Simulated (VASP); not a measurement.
**Ge: single point with PBEsol**

Ge:

```
Ge
1.0
     0.00000    2.44567    2.44567
     2.44567    0.00000    2.44567
     2.44567    2.44567    0.00000
Ge
2
Direct
  0.87500 0.87500 0.87500
  0.12500 0.12500 0.12500
```

This cell differs from its parent crystal: volume scaled by 0.64.

```yaml
Program: VASP 6.6.1
Task: single point
Functional: PBEsol
Potentials_or_basis: VASP PAW PBE potentials, release 64 (Ge_d)
Cutoff: 520 eV
k_mesh: 13 × 13 × 13
Occupations: fermi-dirac, width 0.05 eV
Spin: no spin polarisation
```

The pressure is 83.7 GPa. The band gap on the k mesh is zero (band 14 reaches 10.31 eV, above the bottom of band 15 at 9.90 eV).

Levels at points of the mesh, in eV from the Fermi level:
| k point | band 10 | band 11 | band 12 | band 13 | band 14 | band 15 | band 16 | band 17 | band 18 | band 19 |
| --- | --- | --- | --- | --- | --- | --- | --- | --- | --- | --- |
| (0.00, 0.00, 0.00) | -25.08 | -16.83 | 0.26 | 0.26 | 0.26 | 2.76 | 2.76 | 2.76 | 4.72 | 7.46 |

Run time: 53 s on 1 thread of AMD EPYC 7R43 64-Core Processor (Zen 3), on a shared host, peak memory 0.14 GiB.

Caveat: the PAW data sets were made with another functional, which shifts forces and pressure a little.
